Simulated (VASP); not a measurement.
A run of VASP 6.6.1:

The input INCAR:

```
SYSTEM = Rh
ALGO = Normal
EDIFF = 1E-7
ENCUT = 520
GGA = CA
ISIF = 2
ISMEAR = -1
LASPH = .True.
LCHARG = .True.
LELF = .True.
LREAL = .False.
LVHAR = .True.
LWAVE = .False.
NBANDS = 38
NELM = 100
PREC = Accurate
SIGMA = 0.05
```

KPOINTS

```
k-points
0
Gamma
  11 11 3
  0 0 0
```

POSCAR

```
Rh
1.0
    2.6736786789      0.0000000000      0.0000000000
   -1.3368393395      2.3154736575      0.0000000000
    0.0000000000      0.0000000000      8.7390209003
Rh
4
Direct
    0.6666666667      0.3333333333      0.7500000000
    0.0000000000      0.0000000000      0.5000000000
    0.3333333333      0.6666666667      0.2500000000
    0.0000000000      0.0000000000      0.0000000000
```

Potentials or basis: VASP PAW LDA potentials, release 64 (Rh_pv).

Run with:

```console
$ cat potpaw_LDA.64/Rh_pv/POTCAR > POTCAR
$ mpirun -np 1 vasp_std > vasp.out
```

Hardware: 1 thread of AMD EPYC 9R45 96-Core Processor (Zen 5), with other jobs on the host.

Task: Estimate the wall time of this run.

Result: It took 35 s on 1 thread of AMD EPYC 9R45 96-Core Processor (Zen 5), with other jobs on the host, peak memory 0.14 GiB. Counts: scf iterations 15, k points 32.
